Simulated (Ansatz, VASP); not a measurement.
# One calculation of Sb, two programs

```
CELL_PARAMETERS angstrom
0.00000 2.37124 2.37124
2.37124 0.00000 2.37124
2.37124 2.37124 0.00000
ATOMIC_POSITIONS crystal
Sb 0.00000 0.00000 0.00000
```

Alike in both runs: task relaxation of cell and atoms; functional PBEsol; k mesh 10 × 10 × 10; occupations fermi-dirac, width 0.05 eV; no spin polarisation.

```csv
,VASP,Ansatz
version,VASP 6.6.1,Ansatz 0.2.0
potentials or method,"VASP PAW PBE potentials, release 64 (Sb), cutoff 600 eV","all-electron LAPW, scalar-relativistic"
```

Ansatz gave:

```
relaxed volume (Å³/atom)                                     : 26.15
relaxed cell length with the largest relative difference (Å) : 3.332
```

**Question.** Estimate VASP's values.

**Answer.** Relaxed volume (Å³/atom): 26.13; relaxed cell length with the largest relative difference (Å): 3.331.

VASP's potentials were made for PBE, not for PBEsol. Ansatz ran all-electron here, and VASP with PAW potentials.

Neither program's run includes spin-orbit coupling.
